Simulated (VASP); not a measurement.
A run of VASP 6.6.1:

Contents of POSCAR:

```
Ru
1.0
    4.2377256232      0.0000000000      0.0000000000
   -2.1188628116      3.6699780440      0.0000000000
    0.0000000000      0.0000000000      2.6666450928
Ru
3
Direct
    0.0000000000      0.0000000000      0.0000000000
    0.3333333333      0.6666666667      0.5000000000
    0.6666666667      0.3333333333      0.5000000000
```

INCAR.step1

```
SYSTEM = Ru
ALGO     = Normal         ! electronic algorithm
EDIFF    = 1E-4           ! SCF threshold, eV
ENCUT    = 520            ! plane-wave cutoff, eV
GGA      = PE             ! functional
ISMEAR   = 0              ! smearing method
LASPH    = .TRUE.         ! aspherical terms in the spheres
LCHARG   = .FALSE.        ! write CHGCAR
LREAL    = .FALSE.        ! projectors in reciprocal space
LWAVE    = .TRUE.         ! write WAVECAR
NBANDS   = 28             ! bands
NELM     = 80             ! most SCF steps
PREC     = Accurate       ! precision mode
SIGMA    = 0.1            ! smearing width, eV
```

Contents of INCAR.step2:

```
SYSTEM = Ru
ALGO     = Normal         ! electronic algorithm
EDIFF    = 1E-7           ! SCF threshold, eV
ENCUT    = 520            ! plane-wave cutoff, eV
ISIF     = 2              ! what is computed and relaxed
ISMEAR   = 0              ! smearing method
ISTART   = 1            
LASPH    = .TRUE.         ! aspherical terms in the spheres
LCHARG   = .TRUE.         ! write CHGCAR
LELF     = .TRUE.         ! ELF
LMIXTAU  = .TRUE.       
LREAL    = .FALSE.        ! projectors in reciprocal space
LVHAR    = .TRUE.       
LWAVE    = .FALSE.        ! write WAVECAR
METAGGA  = R2SCAN         ! meta-GGA
NBANDS   = 28             ! bands
NELM     = 80             ! most SCF steps
PREC     = Accurate       ! precision mode
SIGMA    = 0.1            ! smearing width, eV
```

File KPOINTS:

```
k-points
0
G
  12 12 16
  0 0 0
```

Potentials or basis: VASP PAW PBE potentials, release 64 (Ru_pv).

Launch:

```bash
$ cat potpaw_PBE.64/Ru_pv/POTCAR > POTCAR
$ cp INCAR.step1 INCAR
$ mpirun -np 1 vasp_std > vasp.out
$ cp INCAR.step2 INCAR
$ mpirun -np 1 vasp_std > vasp.out
```

Hardware: 1 thread of Intel(R) Xeon(R) Platinum 8488C (Sapphire Rapids), on a shared host.

Problem. Estimate the wall time of this run.

Solution. Wall time 5 min on 1 thread of Intel(R) Xeon(R) Platinum 8488C (Sapphire Rapids) (shared host), peak memory 0.26 GiB. Counts: k points 171.
